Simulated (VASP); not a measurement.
# CaF2 in VASP: further runs

Runs on CaF2. Level: PBE+D3(BJ). Tasks: single point.

All numbers are computed with VASP 6.6.1; they aren't measurements. Logs are shortened: lines on timing, memory, paths and dates and some standing lists are left out, and cuts for length are marked.

### Step 1. The cell of the first run

The cell holds a slab with vacuum, 36 atoms: a = 7.735 Å, b = 7.735 Å, c = 27.710 Å, α = 90.00°, β = 90.00°, γ = 120.00°.

### Step 2. Single point, PBE+D3(BJ)

INCAR

```
PREC = Accurate
ENCUT = 520
EDIFF = 1E-6
ISMEAR = 0
SIGMA = 0.05
LREAL = Auto
LASPH = True
NELM = 120
ALGO = Normal
ISIF = 2
LWAVE = False
LCHARG = False
LDIPOL = True
IDIPOL = 3
DIPOL = 0.5 0.5 0.431
GGA = PE
IVDW = 12
NBANDS = 168
GGA_COMPAT = False
NELMDL = -8
KPAR = 2
NCORE = 2
```

KPOINTS

```
regular mesh
0
Gamma
  3 3 1
```

POSCAR

```
CaF2
1.0
    7.7347822761      0.0000000000      0.0000000000
   -3.8673911380      6.6985179438      0.0000000000
    0.0000000000      0.0000000000     27.7102791033
F Ca
24 12
Direct
    0.5000000000      0.5000000000      0.2887015310
    0.5000000000      0.0000000000      0.2887015310
    0.0000000000      0.5000000000      0.2887015310
    0.0000000000      0.0000000000      0.2887015310
    0.6666666667      0.3333333333      0.3456787925
    0.6666666667      0.8333333333      0.3456787925
    0.1666666667      0.3333333333      0.3456787925
    0.1666666667      0.8333333333      0.3456787925
    0.8333333333      0.6666666667      0.4026560541
    0.8333333333      0.1666666667      0.4026560541
    0.3333333333      0.6666666667      0.4026560541
    0.3333333333      0.1666666667      0.4026560541
    0.0020004339      0.5010275478      0.4598657686
   -0.0005451053     -0.0001752152      0.4601893892
    0.4991708112      0.5017233236      0.4599302070
    0.4992034979     -0.0023308804      0.4599560183
    0.1662103345      0.8362534291      0.5170922845
    0.1664545549      0.3303014340      0.5171148416
    0.6691168180      0.8346687954      0.5175115192
    0.6645717240      0.3326358743      0.5142680538
    0.3316646302      0.6660862255      0.5751604795
    0.3442777602      0.1719396228      0.5759449403
    0.8283454330      0.6529692262      0.5747484581
    0.8287549640      0.1763777997      0.5746008763
    0.3333333333      0.1666666667      0.3171901617
    0.3333333333      0.6666666667      0.3171901617
    0.8333333333      0.1666666667      0.3171901617
    0.8333333333      0.6666666667      0.3171901617
    0.6663640566      0.3332343451      0.4307293634
    0.6676060311      0.8338558237      0.4314000677
    0.1663250517      0.3322628127      0.4313666819
    0.1663345790      0.8341381867      0.4313666570
   -0.0006247390      0.4999583005      0.5438891438
   -0.0008608733     -0.0002804831      0.5479503053
    0.5007859814      0.4997171206      0.5446046283
    0.5009942868      0.0015235997      0.5446285460
```

Potentials or basis: VASP PAW PBE potentials, release 64 (F, Ca_sv).

The run is started by

```bash
$ cat potpaw_PBE.64/F/POTCAR potpaw_PBE.64/Ca_sv/POTCAR > POTCAR
$ mpirun -np 4 vasp_std > vasp.out
```

OUTCAR:

```text
PREC = Accurate
   ENCUT = 520
   EDIFF = 1E-6
   ISMEAR = 0
   LREAL = Auto
   LASPH = True
   NELM = 120
   ISIF = 2
   GGA = PE
   IVDW = 12
   NELMDL = -8
 IVDW          = 12

 ion  position               nearest neighbor table
   1  0.500  0.500  0.289-  25 2.37  28 2.37  26 2.37
   2  0.500  0.000  0.289-  26 2.37  27 2.37  25 2.37
   3  0.000  0.500  0.289-  27 2.37  26 2.37  28 2.37
   4  0.000  0.000  0.289-  28 2.37  25 2.37  27 2.37
   5  0.667  0.333  0.346-  29 2.36  27 2.37  28 2.37  25 2.37
   6  0.667  0.833  0.346-  28 2.37  27 2.37  26 2.37  30 2.38
   7  0.167  0.333  0.346-  25 2.37  26 2.37  27 2.37  31 2.37
   8  0.167  0.833  0.346-  26 2.37  25 2.37  28 2.37  32 2.37
   9  0.833  0.667  0.403-  29 2.37  30 2.37  32 2.37  28 2.37
  10  0.833  0.167  0.403-  29 2.37  30 2.37  31 2.37  27 2.37
[... 8 lines left out ...]
  19  0.669  0.835  0.518-  35 2.37  34 2.37  36 2.37  30 2.39
  20  0.665  0.333  0.514-  29 2.31  35 2.37  36 2.37  33 2.39
  21  0.332  0.666  0.575-  33 2.39  36 2.40  35 2.40
  22  0.344  0.172  0.576-  36 2.36  35 2.36  34 2.44
[... 12 lines left out ...]
  32  0.166  0.834  0.431-  12 2.37  16 2.37  14 2.37  13 2.37   9 2.37   8 2.37  17 2.38  11 2.38

  33  0.999  0.500  0.544-  13 2.33  24 2.33  23 2.33  17 2.37  18 2.37  20 2.39  21 2.39
  34  0.999  1.000  0.548-  19 2.37  17 2.37  18 2.37  14 2.43  22 2.44  23 2.44  24 2.44
  35  0.501  0.500  0.545-  15 2.35  23 2.35  22 2.36  18 2.37  19 2.37  20 2.37  21 2.40
  36  0.501  0.002  0.545-  16 2.35  24 2.35  22 2.36  19 2.37  17 2.37  20 2.37  21 2.40

  LATTYP: Found a hexagonal cell.
 ALAT       =     7.7347822761
 C/A-ratio  =     3.5825545069

  Lattice vectors:

 A1 = (   7.7347822761,   0.0000000000,   0.0000000000)
 A2 = (  -3.8673911380,   6.6985179438,   0.0000000000)
 A3 = (   0.0000000000,   0.0000000000,  27.7102791033)

Analysis of symmetry for initial positions (statically):
=====================================================================
 Subroutine PRICEL returns:
 Original cell was already a primitive cell.

 Routine SETGRP: Setting up the symmetry group for a
 hexagonal supercell.

 Subroutine GETGRP returns: Found  1 space group operations
 (whereof  1 operations were pure point group operations)
 out of a pool of 24 trial point group operations.

The static configuration has the point symmetry C_1 .

Analysis of symmetry for dynamics (positions and initial velocities):
=====================================================================
 Subroutine PRICEL returns:
 Original cell was already a primitive cell.

 Routine SETGRP: Setting up the symmetry group for a
 hexagonal supercell.

 Subroutine GETGRP returns: Found  1 space group operations
 (whereof  1 operations were pure point group operations)
 out of a pool of 24 trial point group operations.

The dynamic configuration has the point symmetry C_1 .

 Subroutine INISYM returns: Found  1 space group operations
 (whereof  1 operations are pure point group operations),
 and found     1 'primitive' translations

----------------------------------------------------------------------------------------

                                     Primitive cell

  volume of cell :    1435.7133

  direct lattice vectors                    reciprocal lattice vectors
     7.734782276  0.000000000  0.000000000     0.129286121  0.074643377  0.000000000
    -3.867391138  6.698517944  0.000000000     0.000000000  0.149286754  0.000000000
     0.000000000  0.000000000 27.710279103     0.000000000  0.000000000  0.036087691

  length of vectors
     7.734782276  7.734782276 27.710279103     0.149286754  0.149286754  0.036087691

  position of ions in fractional coordinates (direct lattice)
     0.500000000  0.500000000  0.288701531
     0.500000000  0.000000000  0.288701531
     0.000000000  0.500000000  0.288701531
     0.000000000  0.000000000  0.288701531
     0.666666667  0.333333333  0.345678793
     0.666666667  0.833333333  0.345678793
[... 28 lines left out ...]
     0.500785981  0.499717121  0.544604628
     0.500994287  0.001523600  0.544628546

  ion indices of the primitive-cell ions
   primitive index   ion index
                 1           1
                 2           2
                 3           3
                 4           4
                 5           5
                 6           6
[... 28 lines left out ...]
                35          35
                36          36

----------------------------------------------------------------------------------------

 KPOINTS: regular mesh

Automatic generation of k-mesh.
 Grid dimensions read from file:
 generate k-points for:    3    3    1

 Generating k-lattice:

  Cartesian coordinates                     Fractional coordinates (reciprocal lattice)
     0.043095374  0.024881126  0.000000000     0.333333333  0.000000000  0.000000000
     0.000000000  0.049762251  0.000000000     0.000000000  0.333333333  0.000000000
     0.000000000  0.000000000  0.036087691     0.000000000  0.000000000  1.000000000

  Length of vectors
     0.049762251  0.049762251  0.036087691

  Shift w.r.t. Gamma in fractional coordinates (k-lattice)
     0.000000000  0.000000000  0.000000000

 Subroutine IBZKPT returns following result:
 ===========================================

 Found      5 irreducible k-points:

 Following reciprocal coordinates:
            Coordinates               Weight
  0.000000  0.000000  0.000000      1.000000
  0.333333  0.000000  0.000000      2.000000
  0.000000  0.333333  0.000000      2.000000
 -0.333333  0.333333  0.000000      2.000000
  0.333333  0.333333  0.000000      2.000000
   k-points           NKPTS =      5   k-points in BZ     NKDIM =      5   number of bands    NBANDS=    168
   number of dos      NEDOS =    301   number of ions     NIONS =     36
   total plane-waves  NPLWV = 756000
   dimension x,y,z NGX =    60 NGY =   60 NGZ =  210
   dimension x,y,z NGXF=   120 NGYF=  120 NGZF=  420
   ions per type =              24  12
   NGX,Y,Z   is equivalent  to a cutoff of  12.90, 12.90, 12.60 a.u.
   NGXF,Y,Z  is equivalent  to a cutoff of  25.79, 25.79, 25.20 a.u.
 SYSTEM =  unknown system
   PREC   = accura    normal or accurate (medium, high low for compatibility)
   ISTART =      0    job   : 0-new  1-cont  2-samecut
   ICHARG =      2    charge: 1-file 2-atom 10-const
   ISPIN  =      1    spin polarized calculation?
   LNONCOLLINEAR =      F non collinear calculations
   LSORBIT =      F    spin-orbit coupling
   LASPH  =      T    aspherical Exc in radial PAW
   ENCUT  =  520.0 eV  38.22 Ry    6.18 a.u.  14.38 14.38 51.52*2*pi/ulx,y,z
   NELM   =    120;   NELMIN=  2; NELMDL= -8     # of ELM steps
   EDIFF  = 0.1E-05   stopping-criterion for ELM
   LREAL  =      T    real-space projection
   EDIFFG = 0.1E-04   stopping-criterion for IOM
   NSW    =      0    number of steps for IOM
   IBRION =     -1    ionic relax: 0-MD 1-quasi-New 2-CG
   NFREE  =      0    steps in history (QN), initial steepest desc. (CG)
   ISIF   =      2    stress and relaxation
   ISYM   =      2    0-nonsym 1-usesym 2-fastsym
   POTIM  = 0.5000    time-step for ionic-motion
   TEBEG  =    0.0;   TEEND  =   0.0 temperature during run
   PSTRESS=    0.0 pullay stress
   NELECT =     288.0000    total number of electrons
   NUPDOWN=      -1.0000    fix difference up-down
   EMIN   =  10.00;   EMAX   =-10.00  energy-range for DOS
   EFERMI =   0.00;   METHOD = LEGACY
   ISMEAR =     0;   SIGMA  =   0.05  broadening in eV -4-tet -1-fermi 0-gaus
   EFERMI_NEDOS =   21; number of points for ismear=-14 and -15
   IALGO  =     38    algorithm
   IMIX   =      4    mixing-type and parameters
     AMIX     =   0.40;   BMIX     =  1.00
     AMIX_MAG =   1.60;   BMIX_MAG =  1.00
  volume/ion in A,a.u.               =      39.88       269.13
  Fermi-wavevector in a.u.,A,eV,Ry     =   0.958333  1.810987 12.495618  0.918402
  Thomas-Fermi vector in A             =   2.087431
   LORBIT       =      0    0 simple, 1 ext, 2 COOP (PROOUT), +10 PAW based schemes
   GGA     = PE    functional components
   LHFCALC =     F    Hartree Fock is set to
   AEXX    =    0.0000 exact exchange contribution
   IVDW    =    12    specifies the selected vdW correction
   LEPSILON=     F    determine dielectric tensor
   LRPA    =     F    only Hartree local field effects (RPA)
 non-spin polarized calculation
 Gauss-broadening in eV      SIGMA  =   0.05
  energy-cutoff  :      520.00
  volume of cell :     1435.71
 maximum number of plane-waves:     38693
 NGX is ok and might be reduce to    60
   NGX = 29   NGY = 29   NGZ =103

 dipolmoment           0.000000      0.000000     -0.000001 electrons x Angstroem

 number of electron     287.9999834 magnetization

 dipolmoment           0.000000      0.000000      0.065846 electrons x Angstroem

 Free energy of the ion-electron system (eV)
  ---------------------------------------------------
  ext. energy  EPLUGINS =         0.00000000
  ---------------------------------------------------
  free energy    TOTEN  =      -205.71747017 eV

  energy without entropy =     -205.71747017  energy(sigma->0) =     -205.71747017

 E-fermi :  -5.2119     XC(G=0):  -3.7146

 val. band max:       -5.5445856848   @ k =   0.0000   0.0000   0.0000
 cond. band min:       1.0235136517   @ k =   0.0000   0.0000   0.0000
 fundamental gap:      6.5680993365
 Fermi energy:        -5.2118600414

 k-point     1 :       0.0000    0.0000    0.0000
  band No.  band energies     occupation
      1     -42.2455      2.00000
      2     -41.9484      2.00000
      3     -41.9309      2.00000
      4     -41.9287      2.00000
      5     -41.9146      2.00000
      6     -41.8205      2.00000
[... 784 lines left out ...]
    155       2.8482      0.00000
    156       2.8646      0.00000
 [bands above 156 left out]

------------------------ aborting loop because EDIFF is reached ----------------------------------------

 vacuum level on the upper side and lower side of the slab       (xc-potential included)        -0.025        -0.250

 Edisp (eV)   -4.29906

 E8    (eV) :    -1.8500

  FORCE on cell =-STRESS in cart. coord.  units (eV):
  Direction    XX          YY          ZZ          XY          YZ          ZX
  --------------------------------------------------------------------------------------
  -------------------------------------------------------------------------------------
  Total      -9.62832    -9.63772     0.28417    -0.00359    -0.01899     0.02551
  in kB     -10.74467   -10.75517     0.31712    -0.00401    -0.02120     0.02846
  external pressure =       -7.06 kB  Pullay stress =        0.00 kB

 VOLUME and BASIS-vectors are now :
 -----------------------------------------------------------------------------
  energy-cutoff  :      520.00
  volume of cell :     1435.71
      direct lattice vectors                 reciprocal lattice vectors
     7.734782276  0.000000000  0.000000000     0.129286121  0.074643377  0.000000000
    -3.867391138  6.698517944  0.000000000     0.000000000  0.149286754  0.000000000
     0.000000000  0.000000000 27.710279103     0.000000000  0.000000000  0.036087691

 POSITION                                       TOTAL-FORCE (eV/Angst)
 -----------------------------------------------------------------------------------
      1.93370      3.34926      8.00000         0.005366     -0.003953     -0.147414
      3.86739      0.00000      8.00000        -0.000752      0.006617     -0.147392
     -1.93370      3.34926      8.00000        -0.005300     -0.003046     -0.147625
      0.00000      0.00000      8.00000         0.000816      0.000458     -0.147780
      3.86739      2.23284      9.57886        -0.002658     -0.001386      0.045151
      1.93370      5.58210      9.57886         0.009870      0.005875      0.081851
[... 28 lines left out ...]
      1.94087      3.34736     15.09115        -0.032244     -0.049048      0.144812
      3.86919      0.01021     15.09181        -0.063667     -0.009011      0.138267
 -----------------------------------------------------------------------------------
    total drift:                               -0.001214     -0.000652      0.021910

  FREE ENERGIE OF THE ION-ELECTRON SYSTEM (eV)
  ---------------------------------------------------
  free  energy   TOTEN  =      -210.0165290264 eV

  energy  without entropy=     -210.0165290264  energy(sigma->0) =     -210.01652903

 vacuum level on the upper side and lower side of the slab         2.452         2.222
```

It took 32 min on 4 MPI ranks of Oxide Virtual Turin-like, shared host; peak memory 0.98 GiB.

What came out:

```
Free energy                : -210.0165 eV
Largest force              : 0.341 eV/Å
Band gap on the k mesh     : 6.57 eV
Dispersion energy per atom : -0.119 eV
```

Forces in eV/Å, atoms in the order of the input:
```
F    0.005 -0.004 -0.147
F   -0.001  0.007 -0.147
F   -0.005 -0.003 -0.148
F    0.001  0.000 -0.148
F   -0.003 -0.001  0.045
F    0.010  0.006  0.082
F    0.003 -0.013  0.080
F   -0.010  0.009  0.080
F    0.003 -0.006 -0.046
F   -0.006  0.008 -0.047
F   -0.006 -0.001 -0.068
F    0.004  0.003 -0.041
F   -0.003 -0.003 -0.023
F   -0.002 -0.003  0.094
F    0.001  0.000 -0.018
F    0.001  0.001 -0.016
F   -0.069  0.031 -0.018
F   -0.010 -0.076 -0.018
F    0.071  0.043  0.000
F    0.010  0.002 -0.015
F    0.037  0.022 -0.092
F   -0.224 -0.120 -0.019
F   -0.056  0.324  0.042
F    0.251 -0.225  0.054
Ca  -0.011 -0.006  0.061
Ca   0.000  0.000  0.107
Ca   0.011 -0.007  0.069
Ca   0.000  0.013  0.069
Ca   0.000  0.000  0.012
Ca  -0.022 -0.013 -0.013
Ca   0.000  0.026 -0.005
Ca   0.022 -0.013 -0.005
Ca   0.030  0.021  0.187
Ca   0.064  0.035 -0.232
Ca  -0.032 -0.049  0.145
Ca  -0.064 -0.009  0.138
```

[end of part 1 of 2]
